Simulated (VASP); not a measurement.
# W (I4_1/amd) in VASP: notebook

The runs below take W through single point, with PBE.

All numbers are computed with VASP 6.6.1; they aren't measurements. Logs are shortened: lines on timing, memory, paths and dates and some standing lists are left out, and cuts for length are marked.

### Step 1. The cell of the first run

Symmetry: I4_1/amd, No. 141, tetragonal system. Conventional cell: a = 4.498 Å, b = 4.498 Å, c = 2.376 Å, α = 90.00°, β = 90.00°, γ = 90.00°. W (site symmetry -4m2) has 10 W at 2.33 to 2.87 Å within 3.1 Å.

### Step 2. Single point, PBE

Input file INCAR:

```
SYSTEM = W
ALGO = Normal
EDIFF = 1E-6
ENCUT = 520
GGA = PE
ISIF = 2
ISMEAR = -1
LASPH = .True.
LCHARG = .False.
LREAL = .False.
LWAVE = .False.
NBANDS = 21
NELM = 60
PREC = Accurate
SIGMA = 0.1
```

Input file KPOINTS:

```
k-points
0
Gamma
  18 18 18
  0 0 0
```

Input file POSCAR:

```
W
1.0
   -2.2488861887      2.2488861887      1.1877971706
    2.2488861887     -2.2488861887      1.1877971706
    2.2488861887      2.2488861887     -1.1877971706
W
2
Direct
   -0.3750000000     -0.1250000000     -0.2500000000
    0.3750000000      0.1250000000      0.2500000000
```

Potentials or basis: VASP PAW PBE potentials, release 64 (W_sv).

The run is started by

```sh
> cat potpaw_PBE.64/W_sv/POTCAR > POTCAR
> mpirun -np 1 vasp_std > vasp.out
```

OUTCAR:

```text
SYSTEM = W
   EDIFF = 1E-6
   ENCUT = 520
   GGA = PE
   ISIF = 2
   ISMEAR = -1
   LASPH = .True.
   LREAL = .False.
   NELM = 60
   PREC = Accurate

 ion  position               nearest neighbor table
   1  0.625  0.875  0.750-   2 2.33   2 2.33   2 2.33   2 2.33   2 2.87   2 2.87   2 2.87   2 2.87

   2  0.375  0.125  0.250-   1 2.33   1 2.33   1 2.33   1 2.33   1 2.87   1 2.87   1 2.87   1 2.87

  LATTYP: Found a body centered tetragonal cell.
 ALAT       =     4.4977723774
 C/A-ratio  =     0.5281713128

  Lattice vectors:

 A1 = (  -2.2488861887,   2.2488861887,   1.1877971706)
 A2 = (   2.2488861887,  -2.2488861887,   1.1877971706)
 A3 = (   2.2488861887,   2.2488861887,  -1.1877971706)

Analysis of symmetry for initial positions (statically):
=====================================================================
 Subroutine PRICEL returns:
 Original cell was already a primitive cell.

 Routine SETGRP: Setting up the symmetry group for a
 body centered tetragonal supercell.

 Subroutine GETGRP returns: Found 16 space group operations
 (whereof  4 operations were pure point group operations)
 out of a pool of 16 trial point group operations.

The static configuration has the point symmetry C_2h.
 The point group associated with its full space group is D_4h.

Analysis of symmetry for dynamics (positions and initial velocities):
=====================================================================
 Subroutine PRICEL returns:
 Original cell was already a primitive cell.

 Routine SETGRP: Setting up the symmetry group for a
 body centered tetragonal supercell.

 Subroutine GETGRP returns: Found 16 space group operations
 (whereof  4 operations were pure point group operations)
 out of a pool of 16 trial point group operations.

The dynamic configuration has the point symmetry C_2h.
 The point group associated with its full space group is D_4h.

 Subroutine INISYM returns: Found 16 space group operations
 (whereof  4 operations are pure point group operations),
 and found     1 'primitive' translations

----------------------------------------------------------------------------------------

                                     Primitive cell

  volume of cell :      24.0291

  direct lattice vectors                    reciprocal lattice vectors
    -2.248886189  2.248886189  1.187797171     0.000000000  0.222332283  0.420947290
     2.248886189 -2.248886189  1.187797171     0.222332283  0.000000000  0.420947290
     2.248886189  2.248886189 -1.187797171     0.222332283  0.222332283  0.000000000

  length of vectors
     3.394972798  3.394972798  3.394972798     0.476054897  0.476054897  0.314425330

  position of ions in fractional coordinates (direct lattice)
     0.625000000  0.875000000  0.750000000
     0.375000000  0.125000000  0.250000000

  ion indices of the primitive-cell ions
   primitive index   ion index
                 1           1
                 2           2

----------------------------------------------------------------------------------------

 KPOINTS: k-points

Automatic generation of k-mesh.
 Grid dimensions read from file:
 generate k-points for:   18   18   18

 Generating k-lattice:

  Cartesian coordinates                     Fractional coordinates (reciprocal lattice)
     0.000000000  0.012351793  0.023385961     0.055555556  0.000000000 -0.000000000
     0.012351793  0.000000000  0.023385961     0.000000000  0.055555556 -0.000000000
     0.012351793  0.012351793  0.000000000     0.000000000  0.000000000  0.055555556

  Length of vectors
     0.026447494  0.026447494  0.017468074

  Shift w.r.t. Gamma in fractional coordinates (k-lattice)
     0.000000000  0.000000000  0.000000000

 Subroutine IBZKPT returns following result:
 ===========================================

 Found    480 irreducible k-points:

 Following reciprocal coordinates:
            Coordinates               Weight
  0.000000  0.000000  0.000000      1.000000
  0.055556 -0.000000  0.000000      8.000000
  0.111111 -0.000000  0.000000      8.000000
  0.166667  0.000000  0.000000      8.000000
  0.222222  0.000000 -0.000000      8.000000
  0.277778 -0.000000  0.000000      8.000000
[... 16 lines left out ...]
 -0.277778  0.055556 -0.000000     16.000000
 -0.222222  0.055556  0.000000     16.000000
 [... further k-points ...]
   k-points           NKPTS =    480   k-points in BZ     NKDIM =    480   number of bands    NBANDS=     21
   number of dos      NEDOS =    301   number of ions     NIONS =      2
   total plane-waves  NPLWV =  21952
   dimension x,y,z NGX =    28 NGY =   28 NGZ =   28
   dimension x,y,z NGXF=    56 NGYF=   56 NGZF=   56
   ions per type =               2
   NGX,Y,Z   is equivalent  to a cutoff of  13.71, 13.71, 13.71 a.u.
   NGXF,Y,Z  is equivalent  to a cutoff of  27.42, 27.42, 27.42 a.u.
 SYSTEM =  W
   PREC   = accura    normal or accurate (medium, high low for compatibility)
   ISTART =      0    job   : 0-new  1-cont  2-samecut
   ICHARG =      2    charge: 1-file 2-atom 10-const
   ISPIN  =      1    spin polarized calculation?
   LNONCOLLINEAR =      F non collinear calculations
   LSORBIT =      F    spin-orbit coupling
   LASPH  =      T    aspherical Exc in radial PAW
   ENCUT  =  520.0 eV  38.22 Ry    6.18 a.u.   6.31  6.31  6.31*2*pi/ulx,y,z
   NELM   =     60;   NELMIN=  2; NELMDL= -5     # of ELM steps
   EDIFF  = 0.1E-05   stopping-criterion for ELM
   LREAL  =      F    real-space projection
   EDIFFG = 0.1E-04   stopping-criterion for IOM
   NSW    =      0    number of steps for IOM
   IBRION =     -1    ionic relax: 0-MD 1-quasi-New 2-CG
   NFREE  =      0    steps in history (QN), initial steepest desc. (CG)
   ISIF   =      2    stress and relaxation
   ISYM   =      2    0-nonsym 1-usesym 2-fastsym
   POTIM  = 0.5000    time-step for ionic-motion
   TEBEG  =    0.0;   TEEND  =   0.0 temperature during run
   PSTRESS=    0.0 pullay stress
   NELECT =      28.0000    total number of electrons
   NUPDOWN=      -1.0000    fix difference up-down
   EMIN   =  10.00;   EMAX   =-10.00  energy-range for DOS
   EFERMI =   0.00;   METHOD = LEGACY
   ISMEAR =    -1;   SIGMA  =   0.10  broadening in eV -4-tet -1-fermi 0-gaus
   EFERMI_NEDOS =   21; number of points for ismear=-14 and -15
   IALGO  =     38    algorithm
   IMIX   =      4    mixing-type and parameters
     AMIX     =   0.40;   BMIX     =  1.00
     AMIX_MAG =   1.60;   BMIX_MAG =  1.00
  volume/ion in A,a.u.               =      12.01        81.08
  Fermi-wavevector in a.u.,A,eV,Ry     =   1.722722  3.255472 40.378958  2.967770
  Thomas-Fermi vector in A             =   2.798733
   LORBIT       =      0    0 simple, 1 ext, 2 COOP (PROOUT), +10 PAW based schemes
   GGA     = PE    functional components
   LHFCALC =     F    Hartree Fock is set to
   AEXX    =    0.0000 exact exchange contribution
   IVDW    =     0    specifies the selected vdW correction
   LEPSILON=     F    determine dielectric tensor
   LRPA    =     F    only Hartree local field effects (RPA)
 non-spin polarized calculation
  energy-cutoff  :      520.00
  volume of cell :       24.03
 maximum number of plane-waves:       673
 NGX is ok and might be reduce to    28
   NGX = 13   NGY = 13   NGZ = 13

 number of electron      27.9999998 magnetization

 Free energy of the ion-electron system (eV)
  ---------------------------------------------------
  ext. energy  EPLUGINS =         0.00000000
  ---------------------------------------------------
  free energy    TOTEN  =       -18.66313867 eV

  energy without entropy =      -18.62822883  energy(sigma->0) =      -18.64568375

 E-fermi :  15.9198     XC(G=0): -15.1768

 val. band max:       15.9187031125   @ k =  -0.1111  -0.1667   0.0556
 cond. band min:      15.9267278600   @ k =  -0.2778   0.4444   0.1667
 fundamental gap:      0.0080247475
 Fermi energy:        15.9198389829

 k-point     1 :       0.0000    0.0000    0.0000
  band No.  band energies     occupation
      1     -58.3121      2.00000
      2     -57.4431      2.00000
      3     -23.9681      2.00000
      4     -23.9681      2.00000
      5     -20.9084      2.00000
      6     -20.9084      2.00000
[... 13 lines left out ...]
     20      24.8726      0.00000
     21      26.6091      0.00000

 k-point     2 :       0.0556   -0.0000    0.0000
  band No.  band energies     occupation
      1     -58.2967      2.00000
      2     -57.4393      2.00000
      3     -23.9579      2.00000
      4     -23.9309      2.00000
      5     -21.0209      2.00000
      6     -20.9463      2.00000
[... 13 lines left out ...]
     20      25.1415      0.00000
     21      26.9984      0.00000

 k-point     3 :       0.1111   -0.0000    0.0000
  band No.  band energies     occupation
      1     -58.2521      2.00000
      2     -57.4284      2.00000
      3     -23.9284      2.00000
      4     -23.8243      2.00000
      5     -21.3279      2.00000
      6     -21.2540      2.00000
[... 13 lines left out ...]
     20      26.2161      0.00000
     21      27.8421      0.00000

 k-point     4 :       0.1667    0.0000    0.0000
  band No.  band energies     occupation
      1     -58.1825      2.00000
      2     -57.4127      2.00000
      3     -23.8823      2.00000
      4     -23.6642      2.00000
      5     -21.8015      2.00000
      6     -21.6715      2.00000
[... 13 lines left out ...]
     20      27.9616      0.00000
     21      28.9906      0.00000

 k-point     5 :       0.2222    0.0000   -0.0000
  band No.  band energies     occupation
      1     -58.0946      2.00000
      2     -57.3953      2.00000
      3     -23.8241      2.00000
      4     -23.4882      2.00000
      5     -22.3533      2.00000
      6     -22.1266      2.00000
[... 13 lines left out ...]
     20      29.6998      0.00000
     21      29.7572      0.00000

 k-point     6 :       0.2778   -0.0000    0.0000
  band No.  band energies     occupation
      1     -57.9971      2.00000
      2     -57.3798      2.00000
      3     -23.7601      2.00000
      4     -23.4101      2.00000
      5     -22.8736      2.00000
      6     -22.4959      2.00000
[... 13 lines left out ...]
     20      29.5061      0.00000
     21      30.3989      0.00000

 k-point     7 :       0.3333    0.0000    0.0000
  band No.  band energies     occupation
      1     -57.9004      2.00000
      2     -57.3695      2.00000
      3     -23.6979      2.00000
      4     -23.6402      2.00000
      5     -23.2701      2.00000
      6     -22.5635      2.00000
[... 13 lines left out ...]
     20      28.9260      0.00000
     21      29.7311      0.00000
[... 291 lines left out ...]
      1     -57.7932      2.00000
      2     -57.3887      2.00000
      3     -24.0148      2.00000
      4     -23.6310      2.00000
      5     -23.5905      2.00000
      6     -22.2219      2.00000
[... 13 lines left out ...]
     20      28.2203      0.00000
     21      29.0166      0.00000

 k-point    21 :      -0.3889    0.0556   -0.0000
  band No.  band energies     occupation
      1     -57.8728      2.00000
      2     -57.3971      2.00000
      3     -23.7588      2.00000
      4     -23.5894      2.00000
      5     -23.2942      2.00000
      6     -22.3672      2.00000
[... 13 lines left out ...]
     20      28.3137      0.00000
     21      29.4022      0.00000

 k-point    22 :      -0.3333    0.0556   -0.0000
  band No.  band energies     occupation
      1     -57.9686      2.00000
      2     -57.4086      2.00000
      3     -23.7807      2.00000
      4     -23.3269      2.00000
      5     -22.9190      2.00000
      6     -22.3822      2.00000
[... 13 lines left out ...]
     20      28.7179      0.00000
     21      30.1309      0.00000

 k-point    23 :      -0.2778    0.0556   -0.0000
  band No.  band energies     occupation
      1     -58.0677      2.00000
      2     -57.4226      2.00000
      3     -23.8392      2.00000
      4     -23.3516      2.00000
      5     -22.4211      2.00000
      6     -22.0902      2.00000
[... 13 lines left out ...]
     20      28.7089      0.00000
     21      30.2265      0.00000

 k-point    24 :      -0.2222    0.0556    0.0000
  band No.  band energies     occupation
      1     -58.1591      2.00000
      2     -57.4366      2.00000
      3     -23.8921      2.00000
      4     -23.5353      2.00000
      5     -21.8883      2.00000
      6     -21.6618      2.00000
[... 13 lines left out ...]
     20      27.4754      0.00000
     21      29.6856      0.00000

 [... further k-points ...]
[... 5 lines left out ...]
  --------------------------------------------------------------------------------------
  -------------------------------------------------------------------------------------
  Total       29.6691222     29.6691222     29.6759195      0.0000000     -0.0000000      0.0000000
  in kB     1978.2357561   1978.2357561   1978.6889787      0.0000000     -0.0000000      0.0000000
  external PRESSURE =    1978.3868303 kB  Pullay stress =       0.0000000 kB

 VOLUME and BASIS-vectors are now :
 -----------------------------------------------------------------------------
  energy-cutoff  :      520.00
  volume of cell :       24.03
      direct lattice vectors                 reciprocal lattice vectors
    -2.248886189  2.248886189  1.187797171     0.000000000  0.222332283  0.420947290
     2.248886189 -2.248886189  1.187797171     0.222332283  0.000000000  0.420947290
     2.248886189  2.248886189 -1.187797171     0.222332283  0.222332283  0.000000000

 POSITION                                       TOTAL-FORCE (eV/Angst)
 -----------------------------------------------------------------------------------
      2.24889      1.12444      0.89085         0.000000     -0.000000      0.000000
      0.00000      1.12444      0.29695        -0.000000      0.000000     -0.000000
 -----------------------------------------------------------------------------------
    total drift:                                0.000000      0.000000     -0.000000

  FREE ENERGIE OF THE ION-ELECTRON SYSTEM (eV)
  ---------------------------------------------------
  free  energy   TOTEN  =       -18.6631386688 eV

  energy  without entropy=      -18.6282288303  energy(sigma->0) =      -18.64568375
```

Wall time 3 min (1 thread of Intel Xeon Platinum 8488C (Sapphire Rapids), shared host); peak memory 0.31 GiB.

What came out:

```yaml
Free_energy: -18.6631 eV
Pressure: 197.8 GPa
Band_gap_on_the_k_mesh: zero (bands 14 and 15 overlap by 5.09 eV)
```

Levels at points of the mesh, in eV from the Fermi level:
```csv
k point,band 11,band 12,band 13,band 14,band 15,band 16,band 17,band 18
"(0.00, 0.00, 0.00)",-6.15,-5.54,-4.43,2.54,2.54,2.79,2.79,7.90
"(0.50, 0.00, 0.00)",-5.48,-3.59,-1.36,-0.50,1.06,2.20,5.24,5.26
"(0.50, 0.50, 0.00)",-4.63,-4.63,-1.51,-1.51,0.89,0.89,4.78,4.78
"(0.50, 0.50, 0.50)",-4.02,-4.02,-0.10,-0.10,1.21,1.21,3.96,3.96
```

Caveat: the cell stands under pressure; spin-orbit coupling is left out, which moves the levels of the heavy elements.

### Step 3. Single point, PBE

Input file INCAR:

```
PREC = Accurate
ENCUT = 520
EDIFF = 1E-6
ISMEAR = -1
SIGMA = 0.1
LREAL = F
LASPH = T
NELM = 60
ALGO = Normal
ISIF = 2
LWAVE = F
LCHARG = F
GGA = PE
NBANDS = 21
```

Input file KPOINTS:

```
regular mesh
0
Gamma
  18 18 18
```

Input file POSCAR:

```
W
1.0
   -2.2496902534      2.2496902534      1.1883361790
    2.2496902534     -2.2496902534      1.1883361790
    2.2496902534      2.2496902534     -1.1883361790
W
2
Direct
   -0.3750000000     -0.1250000000     -0.2500000000
    0.3750000000      0.1250000000      0.2500000000
```

Potentials or basis: VASP PAW PBE potentials, release 64 (W_sv).

The run is started by

```sh
> cat potpaw_PBE.64/W_sv/POTCAR > POTCAR
> mpirun -np 1 vasp_std > vasp.out
```

It took 3.3 min on 1 thread of Intel Xeon Platinum 8488C (Sapphire Rapids), shared host; peak memory 0.31 GiB.

Results (log left out):

```yaml
Free_energy: -18.6978 eV
Pressure: 196.8 GPa
Band_gap_on_the_k_mesh: zero (bands 14 and 15 overlap by 5.08 eV)
```

Levels at points of the mesh, in eV from the Fermi level:
```
           k point  band 12  band 13  band 14  band 15  band 16  band 17
(0.00, 0.00, 0.00)    -5.53    -4.42     2.53     2.53     2.79     2.79
(0.50, 0.00, 0.00)    -3.59    -1.36    -0.50     1.05     2.20     5.23
(0.50, 0.50, 0.00)    -4.62    -1.51    -1.51     0.89     0.89     4.77
(0.50, 0.50, 0.50)    -4.01    -0.10    -0.10     1.21     1.21     3.96
```

Caveat: the cell stands under pressure; spin-orbit coupling is left out, which moves the levels of the heavy elements.
